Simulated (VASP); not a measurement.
Here is a VASP 6.6.1 calculation.

File INCAR:

```
  ALGO = Fast
  EDIFF = 1E-7
  EDIFFG = -0.01
  ENCUT = 600
  GGA = PE
  IBRION = 2
  ISIF = 4
  ISMEAR = 0
  LASPH = True
  LCHARG = False
  LREAL = False
  LWAVE = False
  NELM = 60
  NSW = 50
  PREC = Accurate
  SIGMA = 0.1
```

Contents of KPOINTS:

```
k-points
0
Gamma
  18 18 4
```

The input POSCAR:

```
IrRh5
1.0
    2.6428858004      0.0000000280      0.0000000000
   -1.3214429244      2.2888062285      0.0000000000
    0.0000000000      0.0000000000     12.7920683922
Ir Rh
1 5
Direct
    0.6666666667      0.3333333333      0.5000000000
    0.3333333333      0.6666666667      0.6673485472
    0.3333333333      0.6666666667      0.0000000000
    0.3333333333      0.6666666667      0.3326514528
    0.6666666667      0.3333333333      0.8342975874
    0.6666666667      0.3333333333      0.1657024126
```

Potentials or basis: VASP PAW PBE potentials, release 64 (Ir, Rh_pv).

Run with:

```console
$ cat potpaw_PBE.64/Ir/POTCAR potpaw_PBE.64/Rh_pv/POTCAR > POTCAR
$ mpirun -np 1 vasp_std > vasp.out
```

(1) Estimate the band gap on the k mesh.

Answers

(1) zero (bands 42 and 43 overlap by 2.49 eV).

Caveat: spin-orbit coupling is left out, which moves the levels of the heavy elements.
